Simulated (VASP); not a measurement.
## Pr4Hg: relaxation of cell and atoms with PBE

The system is Pr4Hg.

```xyz
5
Lattice="5.7243 0.0000 0.0000 -2.8622 4.9574 0.0000 0.0000 0.0000 5.0782" Properties=species:S:1:pos:R:3 pbc="T T T"
Pr    2.8622    0.0000    2.5391
Pr   -1.4311    2.4787    2.5391
Pr    1.4311    2.4787    2.5391
Pr    0.0000    0.0000    2.5391
Hg    0.0000    0.0000    0.0000
```

The cell was generated, and may not be a known phase.

* Program: VASP 6.6.1
* Task: relaxation of cell and atoms
* Functional: PBE
* Potentials or basis: VASP PAW PBE potentials, release 64 (Pr_3, Hg), 4f in core
* Cutoff: 500 eV
* k mesh: 3 × 3 × 3
* Occupations: gaussian, width 0.2 eV
* Spin: no spin polarisation
* Dipole correction: no
* Further INCAR settings: ALGO = Normal; EDIFF = 1e-07; IBRION = 2; EDIFFG = -0.08; NSW = 36; ISIF = 3

```json
{"Relaxed volume": "49.52 Å³/atom", "Relaxed cell": "a = 7.030 Å, b = 7.030 Å, c = 5.786 Å, α = 90.00°, β = 90.00°, γ = 120.00°", "Space group after relaxing (to 0.1 Å)": "P6/mmm (No. 191)", "Energy gained by relaxing": "1138.9 meV/atom", "Ionic steps": "6", "Pressure after relaxing": "-0.1 GPa", "Band gap on the k mesh": "zero (bands 28 and 29 overlap by 0.88 eV)"}
```

Stress tensor (GPa, compression positive):
```
-0.24  0.00  0.00
 0.00 -0.24  0.00
 0.00  0.00  0.22
```

Step by step:
| step | energy change (eV) | largest force (eV/Å) | pressure (GPa) | volume (Å³) |
| --- | --- | --- | --- | --- |
| 1 | 0.0000 | 0.0000 | 28.92 | 144.11 |
| 2 | -5.4006 | 0.0000 | -2.10 | 281.06 |
| 3 | -5.6406 | 0.0000 | 1.14 | 231.10 |
| 4 | -5.6856 | 0.0000 | 0.15 | 243.97 |
| 5 | -5.6850 | 0.0000 | -0.02 | 246.32 |
| 6 | -5.6947 | 0.0000 | -0.09 | 247.62 |

Final structure:
```xyz
5
Lattice="7.0298 0.0000 0.0000 -3.5149 6.0880 0.0000 0.0000 0.0000 5.7859" Properties=species:S:1:pos:R:3 pbc="T T T"
Pr    0.0000    6.0880    2.8930
Pr    5.2724    3.0440    2.8930
Pr    1.7575    3.0440    2.8930
Pr   -3.5149    6.0880    2.8930
Hg   -3.5149    6.0880    5.7859
```

Levels at points of the mesh, in eV from the Fermi level:
| k point | band 25 | band 26 | band 27 | band 28 | band 29 | band 30 | band 31 | band 32 |
| --- | --- | --- | --- | --- | --- | --- | --- | --- |
| (0.00, 0.00, 0.00) | -1.48 | -1.43 | -0.33 | -0.15 | -0.15 | 0.21 | 1.29 | 1.29 |

It took 110 s on 1 thread of Intel(R) Xeon(R) 6975P-C (Granite Rapids) (shared host), peak memory 0.26 GiB.

Caveat: the k points lie up to 0.36 Å⁻¹ apart in the final cell, too coarse for converged energies and pressures of a metal; the volume moved by over 15 % at a fixed basis, so the end points are rough; spin-orbit coupling is left out, which moves the levels of the heavy elements; the 4f electrons are frozen in the core, so they carry no moment and show no levels. Spin polarisation is off, so any magnetic state and its effect on volume and gap are missing.
